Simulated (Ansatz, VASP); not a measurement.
## Two plane-wave programs on Ga8P8H

```
Ga P H
1.0
     0.00000    5.50512   -5.50512
     5.50512    5.50512    0.00000
     5.50512    0.00000   -5.50512
Ga P H
8 8 1
Direct
  0.49920 0.49920 0.00080
  0.49920 0.00080 0.00080
  0.00080 0.49920 0.00080
  0.00000 0.00000 0.00000
  0.50000 0.50000 0.50000
  0.49920 0.00080 0.49920
  0.00080 0.49920 0.49920
  0.00080 0.00080 0.49920
  0.37507 0.37507 0.37507
  0.37507 0.87480 0.37507
  0.87480 0.37507 0.37507
  0.87336 0.87336 0.37992
  0.37507 0.37507 0.87480
  0.37992 0.87336 0.87336
  0.87336 0.37992 0.87336
  0.87336 0.87336 0.87336
  0.75000 0.75000 0.75000
```

Alike in both runs: functional PBE; k mesh 3 × 3 × 3; occupations gaussian, width 0.01 eV; collinear spin.

Ansatz relaxed the structure, and its values are those at the end. VASP's run is a single point on that final structure, the one shown.

|  | VASP | Ansatz |
| --- | --- | --- |
| version | VASP 6.6.1 | Ansatz 0.2.0 |
| potentials or method | VASP PAW PBE potentials, release 64 (Ga_d, P, H), cutoff 520 eV | scalar-relativistic, plane waves, PAW |
| valence electrons in the cell | 145 | 145 |

VASP gave:

- gap on the k mesh at the Fermi level (eV): none
- net moment per atom (μB): 0.01
- size of the moment on the site where the two differ most (μB): 0.03

Estimate Ansatz's values.

gap on the k mesh at the Fermi level (eV): none; net moment per atom (μB): 0.01; size of the moment on the site where the two differ most (μB): 0.05.

Site moments also hang on the region over which each program counts them. A gap of «none» marks a metal or a gap that the smearing closes. With one functional, cell and mesh, what is left measures potentials, basis and numerics.
